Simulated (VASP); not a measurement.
Write the native input for VASP 6.6.1 that does the following.

```
Task                   : single point
Functional             : r2SCAN
Potentials or basis    : VASP PAW PBE potentials, release 64 (Ge_d)
Cutoff                 : 520 eV
k mesh                 : 10 × 10 × 6
Occupations            : gaussian, width 0.02 eV
Spin                   : no spin polarisation
Dipole correction      : no
Further INCAR settings : ALGO = Normal; EDIFF = 1e-07; NBANDS = 36
```

The system is Ge.

```
Ge
1.0
     2.82324    2.82324    0.00000
    -2.82324    2.82324    0.00000
     0.00000    0.00000    5.78835
Ge
4
Direct
  0.50000 0.50000 0.50000
  0.50000 0.00000 0.25000
  0.00000 0.00000 0.00000
  0.00000 0.50000 0.75000
```

This cell differs from its parent crystal: uniaxial strain along c: +2.0 %.

The input as run:

POSCAR

```
Ge
1.0
    2.8232399719      2.8232399719      0.0000000000
   -2.8232399719      2.8232399719      0.0000000000
    0.0000000000      0.0000000000      5.7883512991
Ge
4
Direct
    0.5000000000      0.5000000000      0.5000000000
    0.5000000000      0.0000000000      0.2500000000
    0.0000000000      0.0000000000      0.0000000000
    0.0000000000      0.5000000000      0.7500000000
```

INCAR.step1

```
  ALGO = Normal
  EDIFF = 1E-4
  ENCUT = 520
  GGA = PE
  ISMEAR = 0
  LASPH = True
  LCHARG = False
  LREAL = False
  LWAVE = True
  NBANDS = 36
  NELM = 100
  PREC = Accurate
  SIGMA = 0.02
```

INCAR.step2

```
  ALGO = Normal
  EDIFF = 1E-7
  ENCUT = 520
  ISIF = 2
  ISMEAR = 0
  ISTART = 1
  LASPH = True
  LCHARG = True
  LELF = True
  LMIXTAU = True
  LREAL = False
  LVHAR = True
  LWAVE = False
  METAGGA = R2SCAN
  NBANDS = 36
  NELM = 100
  PREC = Accurate
  SIGMA = 0.02
```

KPOINTS

```
k-points
0
Gamma
  10 10 6
```

Potentials or basis: VASP PAW PBE potentials, release 64 (Ge_d).

The run is started by

```console
$ cat potpaw_PBE.64/Ge_d/POTCAR > POTCAR
$ cp INCAR.step1 INCAR
$ mpirun -np 1 vasp_std > vasp.out
$ cp INCAR.step2 INCAR
$ mpirun -np 1 vasp_std > vasp.out
```

It gave:

```yaml
Pressure: -0.6 GPa
Band_gap_on_the_k_mesh: 0.15 eV
```

Caveat: the cell differs from its parent crystal (uniaxial strain along c: +2.0 %); the PAW data sets were made with another functional, which shifts forces and pressure a little.

It took 24 min on 1 thread of AMD EPYC 7R13, on a shared host, peak memory 0.31 GiB.
